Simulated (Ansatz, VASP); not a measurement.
# One calculation of NaGeBr3, two programs

```
Na Ge Br
1.0
     5.47321    0.00000    0.00000
     0.00000    5.47321    0.00000
     0.00000    0.00000    5.47321
Na Ge Br
1 1 3
Direct
  0.00000 0.00000 0.00000
  0.50000 0.50000 0.50000
  0.50000 0.50000 0.00000
  0.50000 0.00000 0.50000
  0.00000 0.50000 0.50000
```

Alike in both runs: task single point; functional PBE; k mesh 6 × 6 × 6; occupations fermi-dirac, width 0.02 eV; no spin polarisation.

|  | VASP | Ansatz |
| --- | --- | --- |
| version | VASP 6.6.1 | Ansatz 0.2.0 |
| potentials or method | VASP PAW PBE potentials, release 64 (Na_sv, Ge_d, Br) | plane waves, PAW |
| plane-wave cutoff (eV) | 970 | 420 |
| valence electrons in the cell | 44 | 44 |

|  | VASP | Ansatz | Ansatz less VASP |
| --- | --- | --- | --- |
| pressure (GPa) | 0.3 | 0.4 | +0.10 |

With one functional, cell and mesh, what is left measures potentials, basis and numerics.
